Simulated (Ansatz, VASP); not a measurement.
# Two plane-wave programs on SnSe2

```
Sn Se
1.0
     3.81745    0.00000    0.00000
    -1.90872    3.30601    0.00000
     0.00000    0.00000    6.52396
Sn Se
1 2
Cartesian
  0.0000 0.0000 0.0000
  1.9087 1.1020 4.9359
  0.0000 2.2040 1.5881
```

Change from the starting cell: strain along c alone, the other axes held, atoms relaxed: +6.0 %.

Alike in both runs: functional PBEsol; k mesh 12 × 12 × 6; occupations gaussian, width 0.02 eV; no spin polarisation.

Ansatz relaxed the structure, and its values are those at the end. VASP's run is a single point on that final structure, the one shown.

|  | VASP | Ansatz |
| --- | --- | --- |
| version | VASP 6.6.1 | Ansatz 0.2.0 |
| potentials or method | VASP PAW PBE potentials, release 64 (Sn_d, Se), cutoff 520 eV | scalar-relativistic, plane waves, PAW |
| valence electrons in the cell | 26 | 46 |

|  | VASP | Ansatz | Ansatz less VASP |
| --- | --- | --- | --- |
| gap on the k mesh at the Fermi level (eV) | 0.60 | 0.61 | +0.003 |
| least direct gap on the mesh (eV) | 1.08 | 1.08 | +0.003 |
| pressure (GPa) | -0.4 | -0.5 | -0.10 |
| rms of the force components (eV/Å) | 0.009 | 0.000 | -0.0088 |

VASP's potentials were made for PBE, not for PBEsol. The functional is the same, so the differences come from potentials, cutoffs and numerics. VASP's potentials hold 26 valence electrons a cell and Ansatz's 46, so a difference there can come from the potentials and not from the codes. Ansatz's warnings: stress scf threshold loose.
